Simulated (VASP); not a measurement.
TePb:

```
Te Pb
1.0
     0.00000    3.23100    3.23100
     3.23100    0.00000    3.23100
     3.23100    3.23100    0.00000
Te Pb
1 1
Direct
  0.50000 0.50000 0.50000
  0.00000 0.00000 0.00000
```

| Quantity | Value |
| --- | --- |
| Program | VASP 6.6.1 |
| Task | relaxation of cell and atoms |
| Functional | LDA |
| Potentials or basis | VASP PAW LDA potentials, release 64 (Te, Pb_d) |
| Cutoff | 600 eV |
| k mesh | 13 × 13 × 13 |
| Occupations | fermi-dirac, width 0.05 eV |
| Spin | no spin polarisation |

At the start: pressure -1.6 GPa; volume 33.73 Å³/atom.

Q: How do energy, volume and symmetry change on relaxing?

A: Over 3 steps the energy falls by 6.2 meV/atom and the volume is 32.54 Å³/atom (-3.5 %); space group Fm-3m (No. 225, to 0.1 Å) before and after.

The path:
```tsv
step	energy change (eV)	largest force (eV/Å)	pressure (GPa)	volume (Å³)
1	0.0000	0.0000	-1.63	67.46
2	-0.0105	0.0000	0.71	64.17
3	-0.0125	0.0000	-0.01	65.07
```

Final structure:
```
Te Pb
1.0
     0.00000    3.19247    3.19247
     3.19247    0.00000    3.19247
     3.19247    3.19247    0.00000
Te Pb
1 1
Direct
  0.50000 0.50000 0.50000
  0.00000 0.00000 0.00000
```
